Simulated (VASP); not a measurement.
SiC, 4 atoms in the cell. It takes space group P2_1 (No. 4, monoclinic). Conventional cell: a = 3.056 Å, b = 5.048 Å, c = 3.076 Å, α = 90.00°, β = 119.35°, γ = 90.00°. Si (site symmetry 1) has 4 C at 1.86 to 1.94 Å within 2.5 Å. C (site symmetry 1) has 4 Si at 1.86 to 1.94 Å within 2.5 Å.  This cell differs from its parent crystal: strain +0.0150 x Voigt [0, 0, 0, 0, 0, 1].

- Program: VASP 6.6.1
- Task: single point
- Functional: PBE
- Potentials or basis: VASP PAW PBE potentials, release 64 (Si, C)
- Cutoff: 520 eV
- k mesh: 12 × 12 × 6
- Occupations: gaussian, width 0.05 eV
- Spin: no spin polarisation
- Dipole correction: no
- Further INCAR settings: ALGO = Normal; EDIFF = 1e-06; NBANDS = 16

Potentials or basis: VASP PAW PBE potentials, release 64 (Si, C).

Run with:

```bash
$ cat potpaw_PBE.64/Si/POTCAR potpaw_PBE.64/C/POTCAR > POTCAR
$ mpirun -np 1 vasp_std > vasp.out
```

Hardware: 1 thread of Intel(R) Xeon(R) Platinum 8259CL CPU @ 2.50GHz (Skylake/Cascade Lake), with other jobs on the host.

Task: Estimate the wall time of this run.

Result: It took 100 s on 1 thread of Intel(R) Xeon(R) Platinum 8259CL CPU @ 2.50GHz (Skylake/Cascade Lake), with other jobs on the host, peak memory 0.28 GiB. Counts: scf iterations 12, k points 296.
